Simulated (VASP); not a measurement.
Set up this calculation in VASP 6.6.1, as the native input.

| Property | Result |
| --- | --- |
| Task | single point |
| Functional | PBE |
| Potentials or basis | VASP PAW PBE potentials, release 64 (Mn_pv, S) |
| Cutoff | 520 eV |
| k mesh | 8 × 8 × 8 |
| Occupations | gaussian, width 0.05 eV |
| Spin | collinear spin, antiferromagnetic start |
| Starting moments | [4.74, -4.74, 0.0, 0.0] μB |
| Hubbard terms | Mn d U = 3.9 eV |
| Dipole correction | no |
| Further INCAR settings | ALGO = Normal; EDIFF = 1e-06; NBANDS = 31 |

The structure of MnS lies in POSCAR:

```
MnS
1.0
   -2.5056699733     -2.5056699733      5.0414311223
   -5.0414311223     -2.5056699733      2.5056699733
   -2.5056699733     -5.0414311223      2.5056699733
Mn S
2 2
Direct
    0.0000000000      0.0000000000      0.0000000000
    0.5000000000      0.5000000000      0.5000000000
    1.2500000002     -0.7499999998     -0.7499999998
    1.7499999998     -0.2500000002     -0.2500000002
```

One way to write it, as run:

INCAR

```
PREC = Accurate
ENCUT = 520
EDIFF = 1E-6
ISMEAR = 0
SIGMA = 0.05
LREAL = F
LASPH = T
NELM = 150
ALGO = Normal
ISIF = 2
LWAVE = F
LCHARG = F
ISPIN = 2
MAGMOM = 4.74 -4.74 0 0
LORBIT = 11
LMAXMIX = 4
LDAU = T
LDAUTYPE = 2
LDAUL = 2 -1
LDAUU = 3.9 0
LDAUJ = 0 0
LDAUPRINT = 1
GGA = PE
NBANDS = 31
```

KPOINTS

```
Automatic mesh
0
Gamma
  8 8 8
```

Potentials or basis: VASP PAW PBE potentials, release 64 (Mn_pv, S).

The run is started by

```bash
$ cat potpaw_PBE.64/Mn_pv/POTCAR potpaw_PBE.64/S/POTCAR > POTCAR
$ mpirun -np 1 vasp_std > vasp.out
```

Results of the run:

```yaml
Pressure: 11.6 GPa
Band_gap_on_the_k_mesh: 2.03 eV
Net_moment: 0.00 μB per cell
Site_moments: Mn +4.44, -4.44; S +0.00 μB
Valence_electrons_inside_the_program's_atomic_spheres: Mn 11.37; S 3.82
```

Caveat: the cell stands under pressure.

Wall time 15 min on 1 thread of Intel Xeon 8259CL (shared host), peak memory 0.52 GiB.
